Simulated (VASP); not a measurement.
Wanted: the native input for a VASP 6.6.1 run.

```
Task                   : single point
Functional             : PBE
Potentials or basis    : VASP PAW PBE potentials, release 64 (W_sv)
Cutoff                 : 520 eV
k mesh                 : 12 × 12 × 12
Occupations            : gaussian, width 0.019 eV
Spin                   : no spin polarisation
Dipole correction      : no
Further INCAR settings : ALGO = Normal; EDIFF = 1e-06; NBANDS = 13
```

The structure of W lies in POSCAR:

```
W
1.0
   -1.5823450000      1.5823450000      1.5823450000
    1.5823450000     -1.5823450000      1.5823450000
    1.5823450000      1.5823450000     -1.5823450000
W
1
Direct
    0.0000000000      0.0000000000      0.0000000000
```

The input as run:

INCAR

```
PREC     = Accurate       # precision mode
ENCUT    = 520            # plane-wave cutoff, eV
EDIFF    = 1E-6           # SCF threshold, eV
ISMEAR   = 0              # smearing method
SIGMA    = 0.019000000000000003 # smearing width, eV
LREAL    = F              # projectors in reciprocal space
LASPH    = T              # aspherical terms in the spheres
NELM     = 100            # most SCF steps
ALGO     = Normal         # electronic algorithm
ISIF     = 2              # what is computed and relaxed
LWAVE    = F              # write WAVECAR
LCHARG   = F              # write CHGCAR
GGA      = PE             # functional
NBANDS   = 13             # bands
```

KPOINTS

```
Automatic mesh
0
Gamma
  12 12 12
```

Potentials or basis: VASP PAW PBE potentials, release 64 (W_sv).

Command:

```bash
$ cat potpaw_PBE.64/W_sv/POTCAR > POTCAR
$ mpirun -np 1 vasp_std > vasp.out
```

Results of the run:

```
Pressure               : 6.7 GPa
Band gap on the k mesh : zero (band 7 reaches 16.61 eV, above the bottom of band 8 at 10.21 eV)
```

Caveat: spin-orbit coupling is left out, which moves the levels of the heavy elements.

Wall time 6.4 s on 1 thread of Intel Xeon 6975P-C, on a shared host, peak memory 0.13 GiB.
